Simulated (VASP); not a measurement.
Input of a VASP 6.6.1 run:

Contents of INCAR:

```
PREC = Accurate
ENCUT = 500
EDIFF = 1E-6
ISMEAR = -1
SIGMA = 0.1
LREAL = F
LASPH = T
NELM = 120
ALGO = Normal
ISIF = 2
LWAVE = F
LCHARG = F
GGA = PE
NBANDS = 36
GGA_COMPAT = F
```

KPOINTS

```
Automatic mesh
0
Gamma
  2 3 3
```

The input POSCAR:

```
Si
1.0
   -4.8807300000      4.8807300000      3.9609900000
    3.2538200000     -3.2538200000      2.6406600000
    3.2538200000      3.2538200000     -2.6406600000
Si
12
Direct
    0.0000000000      0.0000000000      0.0000000000
    0.0000000000      0.0000000000      0.5000000000
    0.0000000000      0.5000000000      0.0000000000
    0.0000000000      0.5000000000      0.5000000000
    0.3333333333      0.0000000000      0.0000000000
    0.3333333333      0.0000000000      0.5000000000
    0.3333333333      0.5000000000      0.0000000000
    0.3333333333      0.5000000000      0.5000000000
    0.6666666667      0.0000000000      0.0000000000
    0.6666666667      0.0000000000      0.5000000000
    0.6666666667      0.5000000000      0.0000000000
    0.6666666667      0.5000000000      0.5000000000
```

Potentials or basis: VASP PAW PBE potentials, release 64 (Si).

Command:

```console
$ cat potpaw_PBE.64/Si/POTCAR > POTCAR
$ mpirun -np 1 vasp_std > vasp.out
```

Problem. Predict the pressure.

Solution. 2.5 GPa.

Problem. Predict the band gap on the k mesh.

Solution. Zero (bands 24 and 25 overlap by 1.08 eV).

Stress tensor (GPa, compression positive):
```
2.66 0.00 0.00
0.00 2.66 0.00
0.00 0.00 2.31
```

Caveat: the k points lie up to 0.51 Å⁻¹ apart, too coarse for converged energies and pressures of a metal.
